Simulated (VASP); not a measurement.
# BiB (zincblende type) (F-43m) in VASP: a series of runs

Runs on BiB (zincblende type). Level: PBE. Tasks: single point.

All numbers are computed with VASP 6.6.1; they aren't measurements. Logs are shortened: lines on timing, memory, paths and dates and some standing lists are left out, and cuts for length are marked.

### 1 The cell of the first run

The structure is cubic, space group F-43m (No. 216). The conventional cell has a = 5.412 Å, b = 5.412 Å, c = 5.412 Å, α = 90.00°, β = 90.00°, γ = 90.00°. B (site symmetry -43m) has 4 Bi at 2.34 Å within 3.1 Å. Bi (site symmetry -43m) has 4 B at 2.34 Å within 3.1 Å.

### 2 Single point, PBE (volume scaled by 0.9405)

INCAR reads:

```
ALGO = Normal ; EDIFF = 1E-7
ENCUT = 520 ; GGA = PE
ISIF = 2 ; ISMEAR = -1
LASPH = T ; LCHARG = T
LELF = T ; LREAL = F
LVHAR = T ; LWAVE = F
NBANDS = 16 ; NELM = 60
PREC = Accurate ; SIGMA = 0.05
```

KPOINTS reads:

```
k-points
0
Gamma
  11 11 11
```

POSCAR reads:

```
BiB
1.0
    0.0000000000      2.7060845185      2.7060845185
    2.7060845185      0.0000000000      2.7060845185
    2.7060845185      2.7060845185      0.0000000000
B Bi
1 1
Direct
    0.0000000000      0.0000000000      0.0000000000
    0.2500000000      0.2500000000      0.2500000000
```

Potentials or basis: VASP PAW PBE potentials, release 64 (B, Bi_d).

Started as:

```bash
> cat potpaw_PBE.64/B/POTCAR potpaw_PBE.64/Bi_d/POTCAR > POTCAR
> mpirun -np 1 vasp_std > vasp.out
```

OUTCAR:

```text
EDIFF = 1E-7
   ENCUT = 520
   GGA = PE
   ISIF = 2
   ISMEAR = -1
   LASPH = T
   LREAL = F
   NELM = 60
   PREC = Accurate

 ion  position               nearest neighbor table
   1  0.000  0.000  0.000-   2 2.34   2 2.34   2 2.34   2 2.34
   2  0.250  0.250  0.250-   1 2.34   1 2.34   1 2.34   1 2.34

  LATTYP: Found a face centered cubic cell.
 ALAT       =     5.4121690370

  Lattice vectors:

 A1 = (   0.0000000000,   2.7060845185,   2.7060845185)
 A2 = (   2.7060845185,   0.0000000000,   2.7060845185)
 A3 = (   2.7060845185,   2.7060845185,   0.0000000000)

Analysis of symmetry for initial positions (statically):
=====================================================================
 Subroutine PRICEL returns:
 Original cell was already a primitive cell.

 Routine SETGRP: Setting up the symmetry group for a
 face centered cubic supercell.

 Subroutine GETGRP returns: Found 24 space group operations
 (whereof 24 operations were pure point group operations)
 out of a pool of 48 trial point group operations.

The static configuration has the point symmetry T_d .

Analysis of symmetry for dynamics (positions and initial velocities):
=====================================================================
 Subroutine PRICEL returns:
 Original cell was already a primitive cell.

 Routine SETGRP: Setting up the symmetry group for a
 face centered cubic supercell.

 Subroutine GETGRP returns: Found 24 space group operations
 (whereof 24 operations were pure point group operations)
 out of a pool of 48 trial point group operations.

The dynamic configuration has the point symmetry T_d .

 Subroutine INISYM returns: Found 24 space group operations
 (whereof 24 operations are pure point group operations),
 and found     1 'primitive' translations

----------------------------------------------------------------------------------------

                                     Primitive cell

  volume of cell :      39.6327

  direct lattice vectors                    reciprocal lattice vectors
     0.000000000  2.706084518  2.706084518    -0.184768804  0.184768804  0.184768804
     2.706084518  0.000000000  2.706084518     0.184768804 -0.184768804  0.184768804
     2.706084518  2.706084518  0.000000000     0.184768804  0.184768804 -0.184768804

  length of vectors
     3.826981427  3.826981427  3.826981427     0.320028956  0.320028956  0.320028956

  position of ions in fractional coordinates (direct lattice)
     0.000000000  0.000000000  0.000000000
     0.250000000  0.250000000  0.250000000

  ion indices of the primitive-cell ions
   primitive index   ion index
                 1           1
                 2           2

----------------------------------------------------------------------------------------

 KPOINTS: k-points

Automatic generation of k-mesh.
 Grid dimensions read from file:
 generate k-points for:   11   11   11

 Generating k-lattice:

  Cartesian coordinates                     Fractional coordinates (reciprocal lattice)
    -0.016797164  0.016797164  0.016797164     0.090909091  0.000000000  0.000000000
     0.016797164 -0.016797164  0.016797164     0.000000000  0.090909091  0.000000000
     0.016797164  0.016797164 -0.016797164     0.000000000  0.000000000  0.090909091

  Length of vectors
     0.029093541  0.029093541  0.029093541

  Shift w.r.t. Gamma in fractional coordinates (k-lattice)
     0.000000000  0.000000000  0.000000000

 Subroutine IBZKPT returns following result:
 ===========================================

 Found     56 irreducible k-points:

 Following reciprocal coordinates:
            Coordinates               Weight
  0.000000  0.000000  0.000000      1.000000
  0.090909  0.000000  0.000000      8.000000
  0.181818  0.000000  0.000000      8.000000
  0.272727  0.000000  0.000000      8.000000
  0.363636  0.000000  0.000000      8.000000
  0.454545  0.000000  0.000000      8.000000
[... 16 lines left out ...]
 -0.272727  0.181818  0.000000     24.000000
 -0.181818  0.181818  0.000000     12.000000
 [... further k-points ...]
   k-points           NKPTS =     56   k-points in BZ     NKDIM =     56   number of bands    NBANDS=     16
   number of dos      NEDOS =    301   number of ions     NIONS =      2
   total plane-waves  NPLWV =  21952
   dimension x,y,z NGX =    28 NGY =   28 NGZ =   28
   dimension x,y,z NGXF=    56 NGYF=   56 NGZF=   56
   ions per type =               1   1
   NGX,Y,Z   is equivalent  to a cutoff of  12.16, 12.16, 12.16 a.u.
   NGXF,Y,Z  is equivalent  to a cutoff of  24.33, 24.33, 24.33 a.u.
 SYSTEM =  unknown system
   PREC   = accura    normal or accurate (medium, high low for compatibility)
   ISTART =      0    job   : 0-new  1-cont  2-samecut
   ICHARG =      2    charge: 1-file 2-atom 10-const
   ISPIN  =      1    spin polarized calculation?
   LNONCOLLINEAR =      F non collinear calculations
   LSORBIT =      F    spin-orbit coupling
   LASPH  =      T    aspherical Exc in radial PAW
   ENCUT  =  520.0 eV  38.22 Ry    6.18 a.u.   7.12  7.12  7.12*2*pi/ulx,y,z
   NELM   =     60;   NELMIN=  2; NELMDL= -5     # of ELM steps
   EDIFF  = 0.1E-06   stopping-criterion for ELM
   LREAL  =      F    real-space projection
   EDIFFG = 0.1E-05   stopping-criterion for IOM
   NSW    =      0    number of steps for IOM
   IBRION =     -1    ionic relax: 0-MD 1-quasi-New 2-CG
   NFREE  =      0    steps in history (QN), initial steepest desc. (CG)
   ISIF   =      2    stress and relaxation
   ISYM   =      2    0-nonsym 1-usesym 2-fastsym
   POTIM  = 0.5000    time-step for ionic-motion
   TEBEG  =    0.0;   TEEND  =   0.0 temperature during run
   PSTRESS=    0.0 pullay stress
   NELECT =      18.0000    total number of electrons
   NUPDOWN=      -1.0000    fix difference up-down
   EMIN   =  10.00;   EMAX   =-10.00  energy-range for DOS
   EFERMI =   0.00;   METHOD = LEGACY
   ISMEAR =    -1;   SIGMA  =   0.05  broadening in eV -4-tet -1-fermi 0-gaus
   EFERMI_NEDOS =   21; number of points for ismear=-14 and -15
   IALGO  =     38    algorithm
   IMIX   =      4    mixing-type and parameters
     AMIX     =   0.40;   BMIX     =  1.00
     AMIX_MAG =   1.60;   BMIX_MAG =  1.00
  volume/ion in A,a.u.               =      19.82       133.73
  Fermi-wavevector in a.u.,A,eV,Ry     =   1.258387  2.378007 21.545349  1.583538
  Thomas-Fermi vector in A             =   2.391999
   LORBIT       =      0    0 simple, 1 ext, 2 COOP (PROOUT), +10 PAW based schemes
   GGA     = PE    functional components
   LHFCALC =     F    Hartree Fock is set to
   AEXX    =    0.0000 exact exchange contribution
   IVDW    =     0    specifies the selected vdW correction
   LEPSILON=     F    determine dielectric tensor
   LRPA    =     F    only Hartree local field effects (RPA)
 non-spin polarized calculation
  energy-cutoff  :      520.00
  volume of cell :       39.63
 maximum number of plane-waves:      1079
   NGX = 15   NGY = 15   NGZ = 15

 number of electron      18.0000003 magnetization

 Free energy of the ion-electron system (eV)
  ---------------------------------------------------
  ext. energy  EPLUGINS =         0.00000000
  ---------------------------------------------------
  free energy    TOTEN  =        -8.96188911 eV

  energy without entropy =       -8.96187017  energy(sigma->0) =       -8.96187964

 E-fermi :   7.9169     XC(G=0): -10.2247

 val. band max:        7.6548097456   @ k =   0.0000   0.0000   0.0000
 cond. band min:       8.2377163516   @ k =   0.4545   0.0000   0.0000
 fundamental gap:      0.5829066060
 Fermi energy:         7.9168534600

 k-point     1 :       0.0000    0.0000    0.0000
  band No.  band energies     occupation
      1     -15.5649      2.00000
      2     -15.5649      2.00000
      3     -15.5649      2.00000
      4     -15.4666      2.00000
      5     -15.4666      2.00000
      6      -6.8253      2.00000
[... 8 lines left out ...]
     15      18.2799      0.00000
     16      18.2799      0.00000

 k-point     2 :       0.0909    0.0000    0.0000
  band No.  band energies     occupation
      1     -15.5642      2.00000
      2     -15.5609      2.00000
      3     -15.5609      2.00000
      4     -15.4665      2.00000
      5     -15.4665      2.00000
      6      -6.7140      2.00000
[... 8 lines left out ...]
     15      17.6547      0.00000
     16      17.6547      0.00000

 k-point     3 :       0.1818    0.0000    0.0000
  band No.  band energies     occupation
      1     -15.5627      2.00000
      2     -15.5515      2.00000
      3     -15.5515      2.00000
      4     -15.4651      2.00000
      5     -15.4651      2.00000
      6      -6.3858      2.00000
[... 8 lines left out ...]
     15      17.1159      0.00000
     16      17.1159      0.00000

 k-point     4 :       0.2727    0.0000    0.0000
  band No.  band energies     occupation
      1     -15.5610      2.00000
      2     -15.5424      2.00000
      3     -15.5424      2.00000
      4     -15.4600      2.00000
      5     -15.4600      2.00000
      6      -5.8661      2.00000
[... 8 lines left out ...]
     15      17.1979      0.00000
     16      17.1979      0.00000

 k-point     5 :       0.3636    0.0000    0.0000
  band No.  band energies     occupation
      1     -15.5598      2.00000
      2     -15.5376      2.00000
      3     -15.5376      2.00000
      4     -15.4515      2.00000
      5     -15.4515      2.00000
      6      -5.2316      2.00000
[... 8 lines left out ...]
     15      17.9220      0.00000
     16      17.9220      0.00000

 k-point     6 :       0.4545    0.0000    0.0000
  band No.  band energies     occupation
      1     -15.5592      2.00000
      2     -15.5363      2.00000
      3     -15.5363      2.00000
      4     -15.4449      2.00000
      5     -15.4449      2.00000
      6      -4.7073      2.00000
[... 8 lines left out ...]
     15      18.8651      0.00000
     16      18.8651      0.00000
[... 267 lines left out ...]
 k-point    21 :      -0.4545    0.1818    0.0000
  band No.  band energies     occupation
      1     -15.5613      2.00000
      2     -15.5255      2.00000
      3     -15.5139      2.00000
      4     -15.4605      2.00000
      5     -15.4451      2.00000
      6      -4.3198      2.00000
[... 8 lines left out ...]
     15      18.4573      0.00000
     16      18.9431      0.00000

 k-point    22 :      -0.3636    0.1818    0.0000
  band No.  band energies     occupation
      1     -15.5558      2.00000
      2     -15.5303      2.00000
      3     -15.5164      2.00000
      4     -15.4555      2.00000
      5     -15.4537      2.00000
      6      -4.5291      2.00000
[... 8 lines left out ...]
     15      17.5905      0.00000
     16      18.6930      0.00000

 k-point    23 :      -0.2727    0.1818    0.0000
  band No.  band energies     occupation
      1     -15.5560      2.00000
      2     -15.5336      2.00000
      3     -15.5228      2.00000
      4     -15.4665      2.00000
      5     -15.4512      2.00000
      6      -5.1028      2.00000
[... 8 lines left out ...]
     15      17.5046      0.00000
     16      18.9231      0.00000

 k-point    24 :      -0.1818    0.1818    0.0000
  band No.  band energies     occupation
      1     -15.5604      2.00000
      2     -15.5362      2.00000
      3     -15.5346      2.00000
      4     -15.4711      2.00000
      5     -15.4534      2.00000
      6      -5.6901      2.00000
[... 8 lines left out ...]
     15      17.4584      0.00000
     16      17.8569      0.00000

 [... further k-points ...]
[... 5 lines left out ...]
  --------------------------------------------------------------------------------------
  -------------------------------------------------------------------------------------
  Total        1.2449060      1.2449060      1.2449060      0.0000000      0.0000000      0.0000000
  in kB       50.3260778     50.3260778     50.3260778      0.0000000      0.0000000      0.0000000
  external PRESSURE =      50.3260778 kB  Pullay stress =       0.0000000 kB

 VOLUME and BASIS-vectors are now :
 -----------------------------------------------------------------------------
  energy-cutoff  :      520.00
  volume of cell :       39.63
      direct lattice vectors                 reciprocal lattice vectors
     0.000000000  2.706084518  2.706084518    -0.184768804  0.184768804  0.184768804
     2.706084518  0.000000000  2.706084518     0.184768804 -0.184768804  0.184768804
     2.706084518  2.706084518  0.000000000     0.184768804  0.184768804 -0.184768804

 POSITION                                       TOTAL-FORCE (eV/Angst)
 -----------------------------------------------------------------------------------
      0.00000      0.00000      0.00000        -0.000000      0.000000     -0.000000
      1.35304      1.35304      1.35304         0.000000     -0.000000      0.000000
 -----------------------------------------------------------------------------------
    total drift:                                0.000000      0.000000      0.000000

  FREE ENERGIE OF THE ION-ELECTRON SYSTEM (eV)
  ---------------------------------------------------
  free  energy   TOTEN  =        -8.9618891058 eV

  energy  without entropy=       -8.9618701652  energy(sigma->0) =       -8.96187964
```

It used 83 s of CPU time on 1 thread of AMD EPYC 7R13 Processor (Zen 3), with other jobs on the host.

What came out:

```
Free energy            : -8.9619 eV
Pressure               : 5.0 GPa
Band gap on the k mesh : 0.58 eV, indirect (least direct gap 0.60 eV)
```

Caveat: spin-orbit coupling is left out, which moves the levels of the heavy elements. A k mesh can miss the band edges.

### 3 Single point, PBE (volume scaled by 0.98)

INCAR reads:

```
SYSTEM = BiB
PREC     = Accurate       ! precision mode
ENCUT    = 520            ! plane-wave cutoff, eV
EDIFF    = 1E-6           ! SCF threshold, eV
ISMEAR   = -1             ! smearing method
SIGMA    = 0.05           ! smearing width, eV
LREAL    = .FALSE.        ! projectors in reciprocal space
LASPH    = .TRUE.         ! aspherical terms in the spheres
NELM     = 60             ! most SCF steps
ALGO     = Normal         ! electronic algorithm
ISIF     = 2              ! what is computed and relaxed
LWAVE    = .FALSE.        ! write WAVECAR
LCHARG   = .FALSE.        ! write CHGCAR
GGA      = PE             ! functional
NBANDS   = 16             ! bands
```

KPOINTS reads:

```
Automatic mesh
0
G
  11 11 11
  0 0 0
```

POSCAR reads:

```
BiB
1.0
    0.0000000000      2.7434504157      2.7434504157
    2.7434504157      0.0000000000      2.7434504157
    2.7434504157      2.7434504157      0.0000000000
B Bi
1 1
Direct
    0.0000000000      0.0000000000      0.0000000000
    0.2500000000      0.2500000000      0.2500000000
```

Potentials or basis: VASP PAW PBE potentials, release 64 (B, Bi_d).

Started as:

```bash
> cat potpaw_PBE.64/B/POTCAR potpaw_PBE.64/Bi_d/POTCAR > POTCAR
> mpirun -np 1 vasp_std > vasp.out
```

It used 51 s of CPU time on 1 thread of AMD EPYC 7R13 Processor (Zen 3), with other jobs on the host.

The run converged. Its results:

```
Free energy            : -8.9956 eV
Pressure               : 1.4 GPa
Band gap on the k mesh : 0.29 eV, direct
```

Levels at points of the mesh, in eV from the valence-band top:
| k point | band 5 | band 6 | band 7 | band 8 | band 9 | band 10 | band 11 | band 12 | band 13 | band 14 |
| --- | --- | --- | --- | --- | --- | --- | --- | --- | --- | --- |
| (0.00, 0.00, 0.00) | -23.05 | -14.14 | 0.00 | 0.00 | 0.00 | 0.29 | 2.81 | 2.81 | 2.81 | 6.24 |

Caveat: spin-orbit coupling is left out, which moves the levels of the heavy elements.
